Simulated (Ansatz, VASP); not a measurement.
# One calculation of C, two programs

The input INCAR:

```
  PREC = Accurate
  ENCUT = 520
  EDIFF = 1E-6
  ISMEAR = 0
  SIGMA = 0.05
  LREAL = False
  LASPH = True
  NELM = 60
  ALGO = Normal
  ISIF = 2
  LWAVE = False
  LCHARG = True
  GGA = PE
  LELF = True
  LVHAR = True
  NBANDS = 36
```

Contents of KPOINTS:

```
regular mesh
0
Gamma
  12 12 2
```

The input POSCAR:

```
C
1.0
    2.4764000000      0.0000000000      0.0000000000
   -1.2382000000      2.1446253099      0.0000000000
    0.0000000000      0.0000000000     12.5845000000
C
12
Direct
    0.0000000000      0.0000000000      0.1868593266
    0.0000000000      0.0000000000      0.6868593266
    0.0000000000      0.0000000000      0.3131406734
    0.0000000000      0.0000000000      0.8131406734
    0.3333333333      0.6666666667      0.5207665411
    0.6666666667      0.3333333333      0.0207665411
    0.3333333333      0.6666666667      0.9792334589
    0.6666666667      0.3333333333      0.4792334589
    0.3333333333      0.6666666667      0.6450950823
    0.6666666667      0.3333333333      0.1450950823
    0.3333333333      0.6666666667      0.8549049177
    0.6666666667      0.3333333333      0.3549049177
```

Input for Ansatz:

```yaml
crystal:
  lattice:
    - [2.4764, 0.0, 0.0]
    - [-1.2382, 2.1446253099, 0.0]
    - [0.0, 0.0, 12.5845]
  atoms:
    - { symbol: C, position: [0.0, 0.0, 0.1868593266] }
    - { symbol: C, position: [0.0, 0.0, 0.6868593266] }
    - { symbol: C, position: [0.0, 0.0, 0.3131406734] }
    - { symbol: C, position: [0.0, 0.0, 0.8131406734] }
    - { symbol: C, position: [0.3333333333, 0.6666666667, 0.5207665411] }
    - { symbol: C, position: [0.6666666667, 0.3333333333, 0.0207665411] }
    - { symbol: C, position: [0.3333333333, 0.6666666667, 0.9792334589] }
    - { symbol: C, position: [0.6666666667, 0.3333333333, 0.4792334589] }
    - { symbol: C, position: [0.3333333333, 0.6666666667, 0.6450950823] }
    - { symbol: C, position: [0.6666666667, 0.3333333333, 0.1450950823] }
    - { symbol: C, position: [0.3333333333, 0.6666666667, 0.8549049177] }
    - { symbol: C, position: [0.6666666667, 0.3333333333, 0.3549049177] }
basis:
  ecutwfc: 520.0
kpoints:
  mp_grid: { grid: [12, 12, 2] }
hamiltonian:
  xc: pbe
  pseudopotentials: { kind: paw, azcp: { folder: soft_1 } }
scf:
  occupations: { method: gaussian, width: 0.05 }
output:
  forces: true
  stress: true
  eigenvalues: true
```

Alike in both runs: task single point; functional PBE; k mesh 12 × 12 × 2; occupations gaussian, width 0.05 eV; no spin polarisation.

|  | VASP | Ansatz |
| --- | --- | --- |
| version | VASP 6.6.1 | Ansatz 0.2.0 |
| potentials or method | VASP PAW PBE potentials, release 64 (C), cutoff 520 eV | scalar-relativistic, plane waves, PAW |
| valence electrons in the cell | 48 | 48 |

```tsv
	VASP	Ansatz	Ansatz less VASP
gap on the k mesh at the Fermi level (eV)	4.57	4.58	+0.008
least direct gap on the mesh (eV)	4.82	4.83	+0.004
pressure (GPa)	11.6	10.9	-0.72
traceless stress, the component that is largest in VASP (GPa)	-24.48	-24.31	+0.168
rms of the force components (eV/Å)	0.049	0.043	-0.0065
```

Atom by atom the forces differ by 0.007 eV/Å (rms over components).
